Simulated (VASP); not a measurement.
# BN (Pm-3m) in VASP: a series of runs, part 2 of 2

VASP 6.6.1.

### Step 3. Single point, HSE06

Input file POSCAR:

```
BN
1.0
    2.3148041895      0.0000000000      0.0000000000
    0.0000000000      2.3148041895      0.0000000000
    0.0000000000      0.0000000000      2.3148041895
B N
1 1
Direct
    0.0000000000      0.0000000000      0.0000000000
    0.5000000000      0.5000000000      0.5000000000
```

Input file INCAR.step1:

```
ALGO = Normal
EDIFF = 1E-5
ENCUT = 520
GGA = PE
ISIF = 2
ISMEAR = -1
LASPH = True
LCHARG = False
LREAL = False
LWAVE = True
NBANDS = 11
NELM = 60
PREC = Accurate
SIGMA = 0.02
```

Input file INCAR.step2:

```
ALGO = Normal
EDIFF = 1E-6
ENCUT = 520
GGA = PE
HFSCREEN = 0.2079
ISIF = 2
ISMEAR = -1
ISTART = 1
LASPH = True
LCHARG = False
LHFCALC = True
LREAL = False
LWAVE = False
NBANDS = 11
NELM = 60
PREC = Accurate
PRECFOCK = Normal
SIGMA = 0.02
```

Input file KPOINTS:

```
k-points
0
Gamma
  6 6 6
```

Potentials or basis: VASP PAW PBE potentials, release 64 (B, N).

Run with:

```console
cat potpaw_PBE.64/B/POTCAR potpaw_PBE.64/N/POTCAR > POTCAR
cp INCAR.step1 INCAR
mpirun -np 1 vasp_std > vasp.out
cp INCAR.step2 INCAR
mpirun -np 1 vasp_std > vasp.out
```

OUTCAR:

```text
EDIFF = 1E-6
   ENCUT = 520
   GGA = PE
   HFSCREEN = 0.2079
   ISIF = 2
   ISMEAR = -1
   ISTART = 1
   LASPH = True
   LHFCALC = True
   LREAL = False
   NELM = 60
   PREC = Accurate
   PRECFOCK = Normal

 ion  position               nearest neighbor table
   1  0.000  0.000  0.000-
   2  0.500  0.500  0.500-

  LATTYP: Found a simple cubic cell.
 ALAT       =     2.3148041895

  Lattice vectors:

 A1 = (   2.3148041895,   0.0000000000,   0.0000000000)
 A2 = (   0.0000000000,   2.3148041895,   0.0000000000)
 A3 = (   0.0000000000,   0.0000000000,   2.3148041895)

Analysis of symmetry for initial positions (statically):
=====================================================================
 Subroutine PRICEL returns:
 Original cell was already a primitive cell.

 Routine SETGRP: Setting up the symmetry group for a
 simple cubic supercell.

 Subroutine GETGRP returns: Found 48 space group operations
 (whereof 48 operations were pure point group operations)
 out of a pool of 48 trial point group operations.

The static configuration has the point symmetry O_h .

Analysis of symmetry for dynamics (positions and initial velocities):
=====================================================================
 Subroutine PRICEL returns:
 Original cell was already a primitive cell.

 Routine SETGRP: Setting up the symmetry group for a
 simple cubic supercell.

 Subroutine GETGRP returns: Found 48 space group operations
 (whereof 48 operations were pure point group operations)
 out of a pool of 48 trial point group operations.

The dynamic configuration has the point symmetry O_h .

 Subroutine INISYM returns: Found 48 space group operations
 (whereof 48 operations are pure point group operations),
 and found     1 'primitive' translations

[... 120 lines left out ...]
   NKREDZ  =     1    reduce k-point grid by
   AEXX    =    0.2500 exact exchange contribution
   HFSCREEN=    0.2079 screening length (either q_TF or 0.3 A-1)
   HFSCREENC=   0.2079 screening length for correlation (either q_TF or 0.3 A-1)
   ENCUTFOCK=  -1.0 apply spherical cutoff to Coloumb kernel
   IVDW    =     0    specifies the selected vdW correction
   LEPSILON=     F    determine dielectric tensor
   LRPA    =     F    only Hartree local field effects (RPA)
 non-spin polarized calculation
  energy-cutoff  :      520.00
  volume of cell :       12.40
 maximum number of plane-waves:       356
 NGX is ok and might be reduce to    18
  NGX = 14; NGY = 14; NGZ = 14

 number of electron       8.0000000 magnetization

 Free energy of the ion-electron system (eV)
  ---------------------------------------------------
  ext. energy  EPLUGINS =         0.00000000
  ---------------------------------------------------
  free energy    TOTEN  =       -12.06123931 eV

  energy without entropy =      -12.05811854  energy(sigma->0) =      -12.05967893

 E-fermi :   8.9323     XC(G=0): -10.7629

 val. band max:        8.9210761315   @ k =   0.3333   0.1667   0.0000
 cond. band min:       9.2412257075   @ k =   0.5000   0.3333   0.3333
 fundamental gap:      0.3201495760
 Fermi energy:         8.9322845827

 k-point     1 :       0.0000    0.0000    0.0000
  band No.  band energies     occupation
      1     -14.7025      2.00000
      2       6.3671      2.00000
      3       6.3671      2.00000
      4       6.3671      2.00000
      5      11.0585      0.00000
      6      21.7235      0.00000
      7      21.7235      0.00000
      8      21.7235      0.00000
      9      21.9093      0.00000
     10      21.9093      0.00000
     11      45.4818      0.00000
[... 253 lines left out ...]
 k-point    20 :       0.5000    0.5000    0.5000
  band No.  band energies     occupation
      1      -3.7691      2.00000
      2       3.4367      2.00000
      3       3.4367      2.00000
      4       3.4367      2.00000
      5       7.7279      2.00000
      6       7.7279      2.00000
      7       7.7279      2.00000
      8      12.7695      0.00000
      9      39.1685      0.00000
     10      39.1685      0.00000
     11      39.1685      0.00000

------------------------ aborting loop because EDIFF is reached ----------------------------------------

  FORCE on cell =-STRESS in cart. coord.  units (eV):
  Direction    XX          YY          ZZ          XY          YZ          ZX
  --------------------------------------------------------------------------------------
  -------------------------------------------------------------------------------------
  Total       -0.5461001     -0.5461001     -0.5461001      0.0000000     -0.0000000      0.0000000
  in kB      -70.5407515    -70.5407515    -70.5407515      0.0000000     -0.0000000      0.0000000
  external PRESSURE =     -70.5407515 kB  Pullay stress =       0.0000000 kB

 VOLUME and BASIS-vectors are now :
 -----------------------------------------------------------------------------
  energy-cutoff  :      520.00
  volume of cell :       12.40
      direct lattice vectors                 reciprocal lattice vectors
     2.314804190  0.000000000  0.000000000     0.432001983  0.000000000  0.000000000
     0.000000000  2.314804190  0.000000000     0.000000000  0.432001983  0.000000000
     0.000000000  0.000000000  2.314804190     0.000000000  0.000000000  0.432001983

 POSITION                                       TOTAL-FORCE (eV/Angst)
 -----------------------------------------------------------------------------------
      0.00000      0.00000      0.00000         0.000000      0.000000      0.000000
      1.15740      1.15740      1.15740         0.000000      0.000000      0.000000
 -----------------------------------------------------------------------------------
    total drift:                               -0.000000     -0.000000     -0.000000

  FREE ENERGIE OF THE ION-ELECTRON SYSTEM (eV)
  ---------------------------------------------------
  free  energy   TOTEN  =       -12.0612393108 eV

  energy  without entropy=      -12.0581185431  energy(sigma->0) =      -12.05967893
```

OUTCAR.step1:

```text
EDIFF = 1E-5
   ENCUT = 520
   GGA = PE
   ISIF = 2
   ISMEAR = -1
[... 494 lines left out ...]
 -----------------------------------------------------------------------------------
      0.00000      0.00000      0.00000         0.000000      0.000000      0.000000
      1.15740      1.15740      1.15740         0.000000      0.000000      0.000000
 -----------------------------------------------------------------------------------
    total drift:                                0.000000     -0.000000      0.000000

  FREE ENERGIE OF THE ION-ELECTRON SYSTEM (eV)
  ---------------------------------------------------
  free  energy   TOTEN  =       -10.0521667658 eV

  energy  without entropy=      -10.0475939618  energy(sigma->0) =      -10.04988036
```

OSZICAR.step1:

```text
N       E                     dE             d eps       ncg     rms          rms(c)
DAV:   1     0.135546103961E+02    0.13555E+02   -0.49247E+03   440   0.716E+02
DAV:   2    -0.100038676657E+02   -0.23558E+02   -0.22490E+02   522   0.142E+02
DAV:   3    -0.105087553942E+02   -0.50489E+00   -0.47045E+00   539   0.186E+01
DAV:   4    -0.105092650298E+02   -0.50964E-03   -0.50961E-03   467   0.642E-01
DAV:   5    -0.105092652919E+02   -0.26202E-06   -0.26142E-06   505   0.152E-02    0.473E+00
DAV:   6    -0.101056311528E+02    0.40363E+00   -0.40690E+00   461   0.856E+00    0.215E+00
DAV:   7    -0.100523115642E+02    0.53320E-01   -0.24524E-01   473   0.272E+00    0.108E+00
DAV:   8    -0.100524008734E+02   -0.89309E-04   -0.96895E-03   473   0.897E-01    0.292E-01
DAV:   9    -0.100521893846E+02    0.21149E-03   -0.34638E-04   494   0.142E-01    0.707E-02
DAV:  10    -0.100528577315E+02   -0.66835E-03   -0.18312E-03   470   0.183E-01    0.265E-01
DAV:  11    -0.100521842540E+02    0.67348E-03   -0.91688E-04   467   0.138E-01    0.460E-02
DAV:  12    -0.100521717255E+02    0.12529E-04   -0.20707E-05   363   0.348E-02    0.240E-02
DAV:  13    -0.100521667658E+02    0.49596E-05   -0.54067E-06   241   0.112E-02
   1 F= -.10052167E+02 E0= -.10049880E+02  d E =-.457280E-02
```

It took 72 s on 1 thread of Intel Xeon 6975P-C (Granite Rapids), shared host; peak memory 0.21 GiB.

What came out:

| Property | Result |
| --- | --- |
| Free energy | -12.0612 eV |
| Pressure | -7.1 GPa |
| Band gap on the k mesh | zero (band 4 reaches 9.96 eV, above the bottom of band 5 at 6.72 eV) |

Levels at points of the mesh, in eV from the Fermi level:
| k point | band 1 | band 2 | band 3 | band 4 | band 5 | band 6 | band 7 | band 8 | band 9 |
| --- | --- | --- | --- | --- | --- | --- | --- | --- | --- |
| (0.00, 0.00, 0.00) | -23.63 | -2.57 | -2.57 | -2.57 | 2.13 | 12.79 | 12.79 | 12.79 | 12.98 |
| (0.50, 0.00, 0.00) | -19.60 | -14.32 | 0.66 | 0.66 | 5.15 | 8.06 | 8.06 | 8.70 | 19.87 |
| (0.50, 0.50, 0.00) | -15.52 | -10.60 | -10.60 | -3.98 | 2.00 | 10.04 | 10.04 | 10.47 | 21.25 |
| (0.50, 0.50, 0.50) | -12.70 | -5.50 | -5.50 | -5.50 | -1.20 | -1.20 | -1.20 | 3.84 | 30.24 |

Caveat: the k points lie up to 0.45 Å⁻¹ apart; the PAW data sets were made with another functional, which shifts forces and pressure a little.
